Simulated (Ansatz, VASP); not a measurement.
**One calculation of Re, two programs**

```xyz
2
Lattice="2.7748 0.0000 -0.3052 -1.3874 2.4031 0.1526 -0.4933 0.0000 4.4842" Properties=species:S:1:pos:R:3 pbc="T T T"
Re   -0.1233    1.6020    1.1211
Re    1.0175    0.8010    3.2106
```

Change from the starting cell: engineering shear strain xz -0.2200, engineering shear strain yz +0.0000.

Alike in both runs: task single point; functional PBE; k mesh 18 × 18 × 10; occupations gaussian, width 0.15 eV; no spin polarisation.

|  | VASP | Ansatz |
| --- | --- | --- |
| version | VASP 6.6.1 | Ansatz 0.2.0 |
| potentials or method | VASP PAW PBE potentials, release 64 (Re), cutoff 520 eV | scalar-relativistic, plane waves, PAW |
| valence electrons in the cell | 14 | 30 |

VASP gave:

* gap on the k mesh at the Fermi level (eV): none
* pressure (GPa): 12.6
* traceless stress, the component that is largest in VASP (GPa): 26.85
* rms of the force components (eV/Å): 0.434

Q: Which values does Ansatz return?

A: gap on the k mesh at the Fermi level (eV): none; pressure (GPa): 13.1; traceless stress, the component that is largest in VASP (GPa): 27.58; rms of the force components (eV/Å): 0.460.

Atom by atom the forces differ by 0.026 eV/Å (rms over components). A gap of «none» marks a metal or a gap that the smearing closes. VASP's potentials hold 14 valence electrons a cell and Ansatz's 30, so a difference there can come from the potentials and not from the codes.

Neither program's run includes spin-orbit coupling.
